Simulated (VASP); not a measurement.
Crystal: TiO2.

```
Ti O
1.0
     0.00000    2.47724    2.47724
     2.47724    0.00000    2.47724
     2.47724    2.47724    0.00000
Ti O
1 2
Direct
  0.00000 0.00000 0.00000
  0.25000 0.25000 0.25000
  0.75000 0.75000 0.75000
```

| Item | Value |
| --- | --- |
| Program | VASP 6.6.1 |
| Task | relaxation of cell and atoms |
| Functional | PBE |
| Potentials or basis | VASP PAW PBE potentials, release 64 (Ti_sv, O) |
| Cutoff | 600 eV |
| k mesh | 8 × 8 × 8 |
| Occupations | gaussian, width 0.1 eV |
| Spin | no spin polarisation |

At the start: pressure -15.7 GPa; volume 10.13 Å³/atom.

Problem. How do energy, volume and symmetry change on relaxing?

Solution. Over 3 steps the energy falls by 38.1 meV/atom and the volume is 9.42 Å³/atom (-7.1 %); space group Fm-3m (No. 225, to 0.05 Å).

Step by step:
| step | energy change (eV) | largest force (eV/Å) | pressure (GPa) | volume (Å³) |
| --- | --- | --- | --- | --- |
| 1 | 0.0000 | 0.0000 | -15.72 | 30.40 |
| 2 | 0.0088 | 0.0000 | 21.11 | 26.23 |
| 3 | -0.1144 | 0.0000 | -0.32 | 28.25 |

Final structure:
```
Ti O
1.0
     0.00000    2.41732    2.41732
     2.41732    0.00000    2.41732
     2.41732    2.41732    0.00000
Ti O
1 2
Direct
  0.00000 0.00000 0.00000
  0.25000 0.25000 0.25000
  0.75000 0.75000 0.75000
```
